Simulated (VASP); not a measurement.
# Ti2O (P-3m1) in VASP: notebook

The runs below take Ti2O through single point, with r2SCAN.

Program: VASP 6.6.1. These are calculated values, not measurements. Logs are shortened: lines on timing, memory, paths and dates and some standing lists are left out, and cuts for length are marked.

**1. The cell of the first run**

Symmetry: P-3m1, No. 164, trigonal system. The conventional cell has a = 2.982 Å, b = 2.982 Å, c = 4.857 Å, α = 90.00°, β = 90.00°, γ = 120.00°. Within 3.0 Å of Ti (site symmetry 3m) lie 3 O at 2.16 Å and 9 Ti at 2.83 to 2.98 Å. O (site symmetry -3m) has 6 Ti at 2.16 Å and 6 O at 2.98 Å within 3.0 Å.

**2. Single point, r2SCAN (12.47 Å³/atom)**

POSCAR reads:

```
Ti2O
1.0
    2.9820978490      0.0000000000      0.0000000000
   -1.4910489245      2.5825724938      0.0000000000
    0.0000000000      0.0000000000      4.8569799788
Ti O
2 1
Direct
    0.6666666667      0.3333333333      0.2681434445
    0.3333333333      0.6666666667      0.7318565555
    0.0000000000      0.0000000000      0.0000000000
```

INCAR.step1 reads:

```
ALGO     = Normal         # electronic algorithm
EDIFF    = 1E-4           # SCF threshold, eV
ENCUT    = 520            # plane-wave cutoff, eV
GGA      = PE             # functional
ISMEAR   = 0              # smearing method
LASPH    = T              # aspherical terms in the spheres
LCHARG   = F              # write CHGCAR
LREAL    = F              # projectors in reciprocal space
LWAVE    = T              # write WAVECAR
NBANDS   = 22             # bands
NELM     = 100            # most SCF steps
PREC     = Accurate       # precision mode
SIGMA    = 0.1            # smearing width, eV
```

INCAR.step2 reads:

```
ALGO     = Normal         # electronic algorithm
EDIFF    = 1E-6           # SCF threshold, eV
ENCUT    = 520            # plane-wave cutoff, eV
ISIF     = 2              # what is computed and relaxed
ISMEAR   = 0              # smearing method
ISTART   = 1            
LASPH    = T              # aspherical terms in the spheres
LCHARG   = T              # write CHGCAR
LELF     = T              # ELF
LMIXTAU  = T            
LREAL    = F              # projectors in reciprocal space
LVHAR    = T            
LWAVE    = F              # write WAVECAR
METAGGA  = R2SCAN         # meta-GGA
NBANDS   = 22             # bands
NELM     = 100            # most SCF steps
PREC     = Accurate       # precision mode
SIGMA    = 0.1            # smearing width, eV
```

KPOINTS reads:

```
k-points
0
Gamma
  18 18 10
```

Potentials or basis: VASP PAW PBE potentials, release 64 (Ti_sv, O).

Run with:

```
$ cat potpaw_PBE.64/Ti_sv/POTCAR potpaw_PBE.64/O/POTCAR > POTCAR
$ cp INCAR.step1 INCAR
$ mpirun -np 1 vasp_std > vasp.out
$ cp INCAR.step2 INCAR
$ mpirun -np 1 vasp_std > vasp.out
```

OUTCAR:

```text
EDIFF = 1E-6
   ENCUT = 520
   ISIF = 2
   ISMEAR = 0
   ISTART = 1
   LASPH = T
   LREAL = F
   METAGGA = R2SCAN
   NELM = 100
   PREC = Accurate

 ion  position               nearest neighbor table
   1  0.667  0.333  0.268-   3 2.16   3 2.16   3 2.16   2 2.83   2 2.83   2 2.83
   2  0.333  0.667  0.732-   3 2.16   3 2.16   3 2.16   1 2.83   1 2.83   1 2.83
   3  0.000  0.000  0.000-   1 2.16   2 2.16   2 2.16   1 2.16   1 2.16   2 2.16

  LATTYP: Found a hexagonal cell.
 ALAT       =     2.9820978490
 C/A-ratio  =     1.6287124785

  Lattice vectors:

 A1 = (   2.9820978490,   0.0000000000,   0.0000000000)
 A2 = (  -1.4910489245,   2.5825724938,   0.0000000000)
 A3 = (   0.0000000000,   0.0000000000,   4.8569799788)

Analysis of symmetry for initial positions (statically):
=====================================================================
 Subroutine PRICEL returns:
 Original cell was already a primitive cell.

 Routine SETGRP: Setting up the symmetry group for a
 hexagonal supercell.

 Subroutine GETGRP returns: Found 12 space group operations
 (whereof 12 operations were pure point group operations)
 out of a pool of 24 trial point group operations.

The static configuration has the point symmetry D_3d.

Analysis of symmetry for dynamics (positions and initial velocities):
=====================================================================
 Subroutine PRICEL returns:
 Original cell was already a primitive cell.

 Routine SETGRP: Setting up the symmetry group for a
 hexagonal supercell.

 Subroutine GETGRP returns: Found 12 space group operations
 (whereof 12 operations were pure point group operations)
 out of a pool of 24 trial point group operations.

The dynamic configuration has the point symmetry D_3d.

 Subroutine INISYM returns: Found 12 space group operations
 (whereof 12 operations are pure point group operations),
 and found     1 'primitive' translations

----------------------------------------------------------------------------------------

                                     Primitive cell

[... 84 lines left out ...]
   ISTART =      1    job   : 0-new  1-cont  2-samecut
   ICHARG =      0    charge: 1-file 2-atom 10-const
   ISPIN  =      1    spin polarized calculation?
   LNONCOLLINEAR =      F non collinear calculations
   LSORBIT =      F    spin-orbit coupling
   LASPH  =      T    aspherical Exc in radial PAW
   ENCUT  =  520.0 eV  38.22 Ry    6.18 a.u.   5.54  5.54  9.03*2*pi/ulx,y,z
   NELM   =    100;   NELMIN=  2; NELMDL=  0     # of ELM steps
   EDIFF  = 0.1E-05   stopping-criterion for ELM
   LREAL  =      F    real-space projection
   EDIFFG = 0.1E-04   stopping-criterion for IOM
   NSW    =      0    number of steps for IOM
   IBRION =     -1    ionic relax: 0-MD 1-quasi-New 2-CG
   NFREE  =      0    steps in history (QN), initial steepest desc. (CG)
   ISIF   =      2    stress and relaxation
   ISYM   =      2    0-nonsym 1-usesym 2-fastsym
   POTIM  = 0.5000    time-step for ionic-motion
   TEBEG  =    0.0;   TEEND  =   0.0 temperature during run
   PSTRESS=    0.0 pullay stress
   NELECT =      30.0000    total number of electrons
   NUPDOWN=      -1.0000    fix difference up-down
   EMIN   =  10.00;   EMAX   =-10.00  energy-range for DOS
   EFERMI =   0.00;   METHOD = LEGACY
   ISMEAR =     0;   SIGMA  =   0.10  broadening in eV -4-tet -1-fermi 0-gaus
   EFERMI_NEDOS =   21; number of points for ismear=-14 and -15
   IALGO  =     38    algorithm
   IMIX   =      4    mixing-type and parameters
     AMIX     =   0.40;   BMIX     =  1.00
     AMIX_MAG =   1.60;   BMIX_MAG =  1.00
  volume/ion in A,a.u.               =      12.47        84.14
  Fermi-wavevector in a.u.,A,eV,Ry     =   1.521020  2.874312 31.477116  2.313503
  Thomas-Fermi vector in A             =   2.629792
   LORBIT       =      0    0 simple, 1 ext, 2 COOP (PROOUT), +10 PAW based schemes
   METAGGA = R2SCAN    functional components
   LHFCALC =     F    Hartree Fock is set to
   AEXX    =    0.0000 exact exchange contribution
   IVDW    =     0    specifies the selected vdW correction
   LEPSILON=     F    determine dielectric tensor
   LRPA    =     F    only Hartree local field effects (RPA)
 non-spin polarized calculation
 Gauss-broadening in eV      SIGMA  =   0.10
  energy-cutoff  :      520.00
  volume of cell :       37.41
 maximum number of plane-waves:      1038
 NGX is ok and might be reduce to    24
   NGX = 11   NGY = 11   NGZ = 19

 number of electron      30.0000007 magnetization

 Free energy of the ion-electron system (eV)
  ---------------------------------------------------
  ext. energy  EPLUGINS =         0.00000000
  ---------------------------------------------------
  free energy    TOTEN  =       -37.85201440 eV

  energy without entropy =      -37.84699503  energy(sigma->0) =      -37.84950472

 E-fermi :   9.7311     XC(G=0): -12.9794

 val. band max:        9.7308595272   @ k =   0.1667   0.0000   0.0000
 cond. band min:       9.7314252798   @ k =   0.2778   0.1111   0.3000
 fundamental gap:      0.0005657526
 Fermi energy:         9.7310648576

 k-point     1 :       0.0000    0.0000    0.0000
  band No.  band energies     occupation
      1     -50.0087      2.00000
      2     -49.8945      2.00000
      3     -25.5847      2.00000
      4     -24.9727      2.00000
      5     -24.9726      2.00000
      6     -24.9079      2.00000
[... 589 lines left out ...]
     21      12.8585      0.00000
     22      13.0281      0.00000

 [... further k-points ...]

------------------------ aborting loop because EDIFF is reached ----------------------------------------

  FORCE on cell =-STRESS in cart. coord.  units (eV):
  Direction    XX          YY          ZZ          XY          YZ          ZX
  --------------------------------------------------------------------------------------
  -------------------------------------------------------------------------------------
  Total       -1.0993947     -1.0993947     -1.0976354      0.0000000      0.0000000      0.0000000
  in kB      -47.0894352    -47.0894352    -47.0140841      0.0000000      0.0000000      0.0000000
  external PRESSURE =     -47.0643182 kB  Pullay stress =       0.0000000 kB

 VOLUME and BASIS-vectors are now :
 -----------------------------------------------------------------------------
  energy-cutoff  :      520.00
  volume of cell :       37.41
      direct lattice vectors                 reciprocal lattice vectors
     2.982097849  0.000000000  0.000000000     0.335334402  0.193605407  0.000000000
    -1.491048925  2.582572494  0.000000000     0.000000000  0.387210815  0.000000000
     0.000000000  0.000000000  4.856979979     0.000000000  0.000000000  0.205889257

 POSITION                                       TOTAL-FORCE (eV/Angst)
 -----------------------------------------------------------------------------------
      1.49105      0.86086      1.30237         0.000000      0.000000      0.057139
     -0.00000      1.72171      3.55461        -0.000000      0.000000     -0.057139
      0.00000      0.00000      0.00000        -0.000000      0.000000      0.000000
 -----------------------------------------------------------------------------------
    total drift:                                0.000000     -0.000000      0.000000

  FREE ENERGIE OF THE ION-ELECTRON SYSTEM (eV)
  ---------------------------------------------------
  free  energy   TOTEN  =       -37.8520144006 eV

  energy  without entropy=      -37.8469950319  energy(sigma->0) =      -37.84950472
```

OUTCAR.step1:

```text
EDIFF = 1E-4
   ENCUT = 520
   GGA = PE
   ISMEAR = 0
[... 827 lines left out ...]
      1.49105      0.86086      1.30237        -0.000000      0.000000     -0.063493
     -0.00000      1.72171      3.55461         0.000000      0.000000      0.063493
      0.00000      0.00000      0.00000         0.000000      0.000000      0.000000
 -----------------------------------------------------------------------------------
    total drift:                                0.000000     -0.000000      0.000000

  FREE ENERGIE OF THE ION-ELECTRON SYSTEM (eV)
  ---------------------------------------------------
  free  energy   TOTEN  =       -26.0560148767 eV

  energy  without entropy=      -26.0505233843  energy(sigma->0) =      -26.05326913
```

It took 5.5 min on 1 thread of Intel Xeon 6975P-C (Granite Rapids), shared host; peak memory 0.34 GiB.

Results:

- Free energy: -37.8520 eV
- Pressure: -4.7 GPa
- Largest force: 0.057 eV/Å
- Band gap on the k mesh: zero (bands 15 and 16 overlap by 0.93 eV)

Forces in eV/Å, atoms in the order of the input:
```
Ti   0.000  0.000  0.057
Ti   0.000  0.000 -0.057
O    0.000  0.000  0.000
```

Levels at points of the mesh, in eV from the Fermi level:
```
           k point  band 13  band 14  band 15  band 16  band 17  band 18
(0.00, 0.00, 0.00)    -4.15    -0.34     0.19     0.55     0.55     1.08
(0.50, 0.00, 0.00)    -2.62    -1.54    -0.78     1.11     1.75     2.77
(0.00, 0.00, 0.50)    -2.25    -1.84     0.18     0.18     1.13     1.89
(0.50, 0.00, 0.50)    -1.74    -1.49    -0.61    -0.50     1.01     2.73
```

Caveat: the cell stands under tension; the PAW data sets were made with another functional, which shifts forces and pressure a little.

**3. Single point, r2SCAN**

POSCAR is that of step 2.

INCAR.step1 reads:

```
SYSTEM = Ti2O
PREC = Accurate
ENCUT = 520
ISMEAR = 0
SIGMA = 0.1
LREAL = .False.
LASPH = .True.
NELM = 100
NBANDS = 22
GGA = PE
ALGO = Normal
EDIFF = 1E-4
LWAVE = .True.
LCHARG = .False.
```

INCAR.step2 reads:

```
SYSTEM = Ti2O
PREC = Accurate
ENCUT = 520
EDIFF = 1E-7
ISMEAR = 0
SIGMA = 0.1
LREAL = .False.
LASPH = .True.
NELM = 100
ALGO = Normal
ISIF = 2
LWAVE = .False.
LCHARG = .True.
METAGGA = R2SCAN
LMIXTAU = .True.
LELF = .True.
LVHAR = .True.
NBANDS = 22
ISTART = 1
```

KPOINTS reads:

```
Automatic mesh
0
Gamma
  18 18 10
  0 0 0
```

Potentials or basis: VASP PAW PBE potentials, release 64 (Ti_sv, O).

Run with:

```
$ cat potpaw_PBE.64/Ti_sv/POTCAR potpaw_PBE.64/O/POTCAR > POTCAR
$ cp INCAR.step1 INCAR
$ mpirun -np 1 vasp_std > vasp.out
$ cp INCAR.step2 INCAR
$ mpirun -np 1 vasp_std > vasp.out
```

Wall time 5.8 min (1 thread of Intel Xeon 6975P-C (Granite Rapids), shared host); peak memory 0.35 GiB.

It converged, with:

- Free energy: -37.8520 eV
- Pressure: -4.5 GPa
- Largest force: 0.058 eV/Å
- Band gap on the k mesh: zero (bands 15 and 16 overlap by 0.93 eV)

Forces on the atoms (eV/Å):
```
Ti   0.000  0.000  0.058
Ti   0.000  0.000 -0.058
O    0.000  0.000  0.000
```

Levels at points of the mesh, in eV from the Fermi level:
```csv
k point,band 13,band 14,band 15,band 16,band 17,band 18
"(0.00, 0.00, 0.00)",-4.15,-0.34,0.19,0.55,0.55,1.08
"(0.50, 0.00, 0.00)",-2.62,-1.54,-0.78,1.11,1.75,2.77
"(0.00, 0.00, 0.50)",-2.25,-1.84,0.18,0.18,1.13,1.89
"(0.50, 0.00, 0.50)",-1.74,-1.49,-0.61,-0.50,1.01,2.73
```

Caveat: the cell stands under tension; the PAW data sets were made with another functional, which shifts forces and pressure a little.

(Continued in part 2 of 2.)
